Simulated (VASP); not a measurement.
# Ta2N (C2/m) in VASP: notebook

Ta2N is run at these levels: PBEsol; tasks: single point.

Everything below comes from runs of VASP 6.6.1. Logs are shortened: lines on timing, memory, paths and dates and some standing lists are left out, and cuts for length are marked.

## 1. The cell of the first run

It takes space group C2/m (No. 12, monoclinic). Conventional cell: a = 5.332 Å, b = 3.079 Å, c = 4.823 Å, α = 90.00°, β = 90.00°, γ = 90.00°. Within 2.8 Å of Ta (site symmetry m) lie 3 N at 2.12 to 2.24 Å. Within 2.8 Å of N (site symmetry 2/m) lie 6 Ta at 2.12 to 2.24 Å.

## 2. Single point, PBEsol (mode 4 (105.5 1/cm) frozen in, largest displacement +0.100 Å)

Contents of INCAR:

```
SYSTEM = Ta2N
PREC     = Accurate       ! precision mode
ENCUT    = 520            ! plane-wave cutoff, eV
EDIFF    = 1E-6           ! SCF threshold, eV
ISMEAR   = 0              ! smearing method
SIGMA    = 0.15           ! smearing width, eV
LREAL    = .False.        ! projectors in reciprocal space
LASPH    = .True.         ! aspherical terms in the spheres
NELM     = 60             ! most SCF steps
ALGO     = Normal         ! electronic algorithm
ISIF     = 2              ! what is computed and relaxed
LWAVE    = .False.        ! write WAVECAR
LCHARG   = .True.         ! write CHGCAR
GGA      = PS             ! functional
LELF     = .True.         ! ELF
LVHAR    = .True.       
NBANDS   = 20             ! bands
```

Contents of KPOINTS:

```
regular mesh
0
Gamma
  18 18 10
  0 0 0
```

Contents of POSCAR:

```
Ta2N
1.0
    3.0786153869      0.0000000000      0.0000000000
   -1.5393076935      2.6661591336      0.0000000000
    0.0000000000      0.0000000000      4.8232571780
Ta N
2 1
Direct
    0.6479130974      0.2958261948      0.7462554481
    0.3520869026      0.7041738052      0.2537445519
    0.0000000000      0.0000000000      0.0000000000
```

Potentials or basis: VASP PAW PBE potentials, release 64 (Ta_pv, N).

The run is started by

```sh
$ cat potpaw_PBE.64/Ta_pv/POTCAR potpaw_PBE.64/N/POTCAR > POTCAR
$ mpirun -np 1 vasp_std > vasp.out
```

OUTCAR:

```text
SYSTEM = Ta2N
   PREC = Accurate
   ENCUT = 520
   EDIFF = 1E-6
   ISMEAR = 0
   LREAL = .False.
   LASPH = .True.
   NELM = 60
   ISIF = 2
   GGA = PS

 ion  position               nearest neighbor table
   1  0.648  0.296  0.746-   3 2.12   3 2.12   3 2.24   2 2.85   2 2.91   2 3.03   2 3.03   2 3.09
                             2 3.09
   2  0.352  0.704  0.254-   3 2.12   3 2.12   3 2.24   1 2.85   1 2.91   1 3.03   1 3.03   1 3.09
                             1 3.09
   3  0.000  0.000  0.000-   1 2.12   2 2.12   2 2.12   1 2.12   1 2.24   2 2.24

  LATTYP: Found a hexagonal cell.
 ALAT       =     3.0786153869
 C/A-ratio  =     1.5666968984

  Lattice vectors:

 A1 = (   3.0786153869,   0.0000000000,   0.0000000000)
 A2 = (  -1.5393076935,   2.6661591336,   0.0000000000)
 A3 = (   0.0000000000,   0.0000000000,   4.8232571780)

Analysis of symmetry for initial positions (statically):
=====================================================================
 Subroutine PRICEL returns:
 Original cell was already a primitive cell.

 Routine SETGRP: Setting up the symmetry group for a
 hexagonal supercell.

 Subroutine GETGRP returns: Found  4 space group operations
 (whereof  4 operations were pure point group operations)
 out of a pool of 24 trial point group operations.

The static configuration has the point symmetry C_2h.

Analysis of symmetry for dynamics (positions and initial velocities):
=====================================================================
 Subroutine PRICEL returns:
 Original cell was already a primitive cell.

 Routine SETGRP: Setting up the symmetry group for a
 hexagonal supercell.

 Subroutine GETGRP returns: Found  4 space group operations
 (whereof  4 operations were pure point group operations)
 out of a pool of 24 trial point group operations.

The dynamic configuration has the point symmetry C_2h.

 Subroutine INISYM returns: Found  4 space group operations
 (whereof  4 operations are pure point group operations),
 and found     1 'primitive' translations

----------------------------------------------------------------------------------------

                                     Primitive cell

  volume of cell :      39.5897

  direct lattice vectors                    reciprocal lattice vectors
     3.078615387  0.000000000  0.000000000     0.324821348  0.187535693  0.000000000
    -1.539307694  2.666159134  0.000000000     0.000000000  0.375071385  0.000000000
     0.000000000  0.000000000  4.823257178     0.000000000  0.000000000  0.207328775

  length of vectors
     3.078615387  3.078615387  4.823257178     0.375071385  0.375071385  0.207328775

[... 83 lines left out ...]
   LREAL  =      F    real-space projection
   EDIFFG = 0.1E-04   stopping-criterion for IOM
   NSW    =      0    number of steps for IOM
   IBRION =     -1    ionic relax: 0-MD 1-quasi-New 2-CG
   NFREE  =      0    steps in history (QN), initial steepest desc. (CG)
   ISIF   =      2    stress and relaxation
   ISYM   =      2    0-nonsym 1-usesym 2-fastsym
   POTIM  = 0.5000    time-step for ionic-motion
   TEBEG  =    0.0;   TEEND  =   0.0 temperature during run
   PSTRESS=    0.0 pullay stress
   NELECT =      27.0000    total number of electrons
   NUPDOWN=      -1.0000    fix difference up-down
   EMIN   =  10.00;   EMAX   =-10.00  energy-range for DOS
   EFERMI =   0.00;   METHOD = LEGACY
   ISMEAR =     0;   SIGMA  =   0.15  broadening in eV -4-tet -1-fermi 0-gaus
   EFERMI_NEDOS =   21; number of points for ismear=-14 and -15
   IALGO  =     38    algorithm
   IMIX   =      4    mixing-type and parameters
     AMIX     =   0.40;   BMIX     =  1.00
     AMIX_MAG =   1.60;   BMIX_MAG =  1.00
  volume/ion in A,a.u.               =      13.20        89.05
  Fermi-wavevector in a.u.,A,eV,Ry     =   1.441016  2.723125 28.252863  2.076527
  Thomas-Fermi vector in A             =   2.559695
   LORBIT       =      0    0 simple, 1 ext, 2 COOP (PROOUT), +10 PAW based schemes
   GGA     = PS    functional components
   LHFCALC =     F    Hartree Fock is set to
   AEXX    =    0.0000 exact exchange contribution
   IVDW    =     0    specifies the selected vdW correction
   LEPSILON=     F    determine dielectric tensor
   LRPA    =     F    only Hartree local field effects (RPA)
 non-spin polarized calculation
 Gauss-broadening in eV      SIGMA  =   0.15
  energy-cutoff  :      520.00
  volume of cell :       39.59
 maximum number of plane-waves:      1086
   NGX = 11   NGY = 11   NGZ = 17

 number of electron      27.0000000 magnetization

 Free energy of the ion-electron system (eV)
  ---------------------------------------------------
  ext. energy  EPLUGINS =         0.00000000
  ---------------------------------------------------
  free energy    TOTEN  =       -36.42359475 eV

  energy without entropy =      -36.41090613  energy(sigma->0) =      -36.41725044

 E-fermi :   7.5500     XC(G=0): -13.1369

 val. band max:        7.5486317764   @ k =   0.2222   0.2222   0.2000
 cond. band min:       7.5508855958   @ k =  -0.2222   0.1667   0.4000
 fundamental gap:      0.0022538194
 Fermi energy:         7.5499772130

 k-point     1 :       0.0000    0.0000    0.0000
  band No.  band energies     occupation
      1     -28.0625      2.00000
      2     -27.2539      2.00000
      3     -27.1951      2.00000
      4     -27.1370      2.00000
      5     -27.0537      2.00000
      6     -26.9457      2.00000
[... 541 lines left out ...]
     19      11.1280      0.00000
     20      12.9168      0.00000

 [... further k-points ...]

------------------------ aborting loop because EDIFF is reached ----------------------------------------

  FORCE on cell =-STRESS in cart. coord.  units (eV):
  Direction    XX          YY          ZZ          XY          YZ          ZX
  --------------------------------------------------------------------------------------
  -------------------------------------------------------------------------------------
  Total        0.4823303      0.4148316      0.7124710     -0.0000000     -0.8218681      0.0000000
  in kB       19.5197021     16.7880601     28.8334012     -0.0000000    -33.2606520      0.0000000
  external PRESSURE =      21.7137211 kB  Pullay stress =       0.0000000 kB

 VOLUME and BASIS-vectors are now :
 -----------------------------------------------------------------------------
  energy-cutoff  :      520.00
  volume of cell :       39.59
      direct lattice vectors                 reciprocal lattice vectors
     3.078615387  0.000000000  0.000000000     0.324821348  0.187535693  0.000000000
    -1.539307694  2.666159134  0.000000000     0.000000000  0.375071385  0.000000000
     0.000000000  0.000000000  4.823257178     0.000000000  0.000000000  0.207328775

 POSITION                                       TOTAL-FORCE (eV/Angst)
 -----------------------------------------------------------------------------------
      1.53931      0.78872      3.59938        -0.000000      0.782114     -0.241083
     -0.00000      1.87744      1.22388         0.000000     -0.782114      0.241083
      0.00000      0.00000      0.00000         0.000000      0.000000     -0.000000
 -----------------------------------------------------------------------------------
    total drift:                               -0.000000     -0.000000     -0.000000

  FREE ENERGIE OF THE ION-ELECTRON SYSTEM (eV)
  ---------------------------------------------------
  free  energy   TOTEN  =       -36.4235947486 eV

  energy  without entropy=      -36.4109061269  energy(sigma->0) =      -36.41725044
```

It took 14 min on 1 thread of Oxide Virtual Turin-like, shared host; peak memory 0.63 GiB.

What came out:

```yaml
Free_energy: -36.4236 eV
Pressure: 2.2 GPa
Largest_force: 0.818 eV/Å
```

Forces on the atoms (eV/Å):
```
Ta   0.000  0.782 -0.241
Ta   0.000 -0.782  0.241
N    0.000  0.000  0.000
```

Caveat: the cell differs from its parent crystal (mode 4 (105.5 1/cm) frozen in, largest displacement +0.100 Å); the PAW data sets were made with another functional, which shifts forces and pressure a little; spin-orbit coupling is left out, which moves the levels of the heavy elements.

## 3. Single point, PBEsol (mode 4 (105.5 1/cm) frozen in, largest displacement -0.050 Å)

Contents of INCAR:

```
PREC = Accurate
ENCUT = 520
EDIFF = 1E-6
ISMEAR = 0
SIGMA = 0.15
LREAL = False
LASPH = True
NELM = 60
ALGO = Normal
ISIF = 2
LWAVE = False
LCHARG = False
GGA = PS
NBANDS = 20
```

Contents of KPOINTS:

```
regular mesh
0
Gamma
  18 18 10
```

Contents of POSCAR:

```
Ta2N
1.0
    3.0786153869      0.0000000000      0.0000000000
   -1.5393076935      2.6661591336      0.0000000000
    0.0000000000      0.0000000000      4.8232571780
Ta N
2 1
Direct
    0.6760434513      0.3520869026      0.7462554481
    0.3239565487      0.6479130974      0.2537445519
    0.0000000000      0.0000000000      0.0000000000
```

Potentials or basis: VASP PAW PBE potentials, release 64 (Ta_pv, N).

The run is started by

```sh
$ cat potpaw_PBE.64/Ta_pv/POTCAR potpaw_PBE.64/N/POTCAR > POTCAR
$ mpirun -np 1 vasp_std > vasp.out
```

Wall time 13 min (1 thread of Oxide Virtual Turin-like, shared host); peak memory 0.62 GiB.

The run converged. Its results:

```
Free energy   : -36.4802 eV
Pressure      : 1.0 GPa
Largest force : 0.403 eV/Å
```

Forces in eV/Å, atoms in the order of the input:
```
Ta   0.000 -0.393 -0.091
Ta   0.000  0.393  0.091
N    0.000  0.000  0.000
```

Stress tensor (GPa, compression positive):
```
0.15 0.00 0.00
0.00 1.74 2.58
0.00 2.58 1.08
```

Levels at points of the mesh, in eV from the Fermi level:
| k point | band 12 | band 13 | band 14 | band 15 | band 16 | band 17 |
| --- | --- | --- | --- | --- | --- | --- |
| (0.00, 0.00, 0.00) | -0.87 | -0.18 | -0.15 | 0.05 | 0.31 | 0.57 |
| (0.50, 0.00, 0.00) | -2.58 | -1.38 | 1.77 | 2.25 | 3.79 | 3.86 |
| (0.00, 0.50, 0.00) | -2.66 | -1.21 | 1.69 | 1.92 | 3.97 | 4.13 |
| (0.00, 0.00, 0.50) | -2.65 | -1.20 | -1.11 | 1.81 | 1.93 | 2.23 |
| (0.50, 0.00, 0.50) | -2.18 | -2.09 | -0.05 | 0.85 | 3.44 | 3.78 |
| (0.00, 0.50, 0.50) | -2.20 | -1.90 | -0.47 | 0.80 | 3.43 | 3.52 |

Caveat: the cell differs from its parent crystal (mode 4 (105.5 1/cm) frozen in, largest displacement -0.050 Å); the PAW data sets were made with another functional, which shifts forces and pressure a little; spin-orbit coupling is left out, which moves the levels of the heavy elements.
